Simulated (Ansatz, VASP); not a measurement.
## AlFe in VASP and in Ansatz

The input INCAR:

```
SYSTEM = AlFe
ALGO = Fast ; EDIFF = 1E-6
ENCUT = 520 ; GGA = PE
ISIF = 2 ; ISMEAR = 0
ISPIN = 2 ; KPAR = 4
LASPH = .True. ; LCHARG = .False.
LMAXMIX = 4 ; LORBIT = 11
LREAL = .False. ; LWAVE = .False.
MAGMOM = 0 0.77 ; NBANDS = 16
NELM = 150 ; PREC = Accurate
SIGMA = 0.1
```

The input KPOINTS:

```
k-points
0
Gamma
  18 18 18
  0 0 0
```

POSCAR

```
AlFe
1.0
    2.8743309089      0.0000000000      0.0000000000
    0.0000000000      2.8743309089      0.0000000000
    0.1724598545      0.0000000000      2.8743309089
Al Fe
1 1
Direct
    0.0000000000      0.0000000000      0.0000000000
    0.5000000000      0.5000000000      0.5000000000
```

Input for Ansatz:

```yaml
crystal:
  lattice:
    - [2.8743309089, 0.0, 0.0]
    - [0.0, 2.8743309089, 0.0]
    - [0.1724598545, 0.0, 2.8743309089]
  atoms:
    - { symbol: Al, position: [0.0, 0.0, 0.0] }
    - { symbol: Fe, position: [0.5, 0.5, 0.5], spin: 0.77 }
basis:
  ecutwfc: 420
kpoints:
  mp_grid: { grid: [18, 18, 18] }
hamiltonian:
  xc: pbe
scf:
  occupations: { method: gaussian, width: 0.1 }
output:
  forces: true
  stress: true
  eigenvalues: true
  populations: true
magnetization:
  spin_polarized: true
```

Change from the starting cell: shear of c along a, cell held, atoms relaxed: +6.0 %.

Alike in both runs: task single point; functional PBE; k mesh 18 × 18 × 18; occupations gaussian, width 0.1 eV; collinear spin.

|  | VASP | Ansatz |
| --- | --- | --- |
| version | VASP 6.6.1 | Ansatz 0.2.0 |
| potentials or method | VASP PAW PBE potentials, release 64 (Al, Fe), cutoff 520 eV | scalar-relativistic, plane waves, PAW |
| valence electrons in the cell | 11 | 19 |

|  | VASP | Ansatz | Ansatz less VASP |
| --- | --- | --- | --- |
| gap on the k mesh at the Fermi level (eV) | none | none | - |
| pressure (GPa) | 0.7 | 0.6 | -0.08 |
| traceless stress, the component that is largest in VASP (GPa) | -8.28 | -8.33 | -0.051 |
| net moment per atom (μB) | 0.35 | 0.35 | +0.003 |
| size of the moment on the site where the two differ most (μB) | 0.74 | 0.74 | -0.008 |

Site moments also hang on the region over which each program counts them. A gap of «none» marks a metal or a gap that the smearing closes. VASP's potentials hold 11 valence electrons a cell and Ansatz's 19, so a difference there can come from the potentials and not from the codes.
